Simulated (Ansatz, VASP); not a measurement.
# Two plane-wave programs on Ta

```xyz
2
Lattice="2.9196 0.0000 0.0000 -1.4598 2.5284 0.0000 0.0000 0.0000 5.2005" Properties=species:S:1:pos:R:3 pbc="T T T"
Ta    0.0000    1.6856    1.3001
Ta    1.4598    0.8428    3.9004
```

Alike in both runs: task single point; functional r2SCAN; k mesh 11 × 11 × 5; occupations fermi-dirac, width 0.05 eV; no spin polarisation.

```csv
,VASP,Ansatz
version,VASP 6.6.1,Ansatz 0.2.0
potentials or method,"VASP PAW PBE potentials, release 64 (Ta_sv_GW)",Ansatz PAW
plane-wave cutoff (eV),550,500
valence electrons in the cell,26,26
```

|  | VASP | Ansatz | Ansatz less VASP |
| --- | --- | --- | --- |
| gap on the k mesh at the Fermi level (eV) | none | none | - |
| pressure (GPa) | -8.0 | -7.1 | +0.86 |
| traceless stress, the component that is largest in VASP (GPa) | 0.92 | 0.90 | -0.017 |

VASP's potentials were made for PBE, not for r2SCAN. A gap of «none» marks a metal or a gap that the smearing closes. The functional is the same, so the differences come from potentials, cutoffs and numerics.

Neither program's run includes spin-orbit coupling.
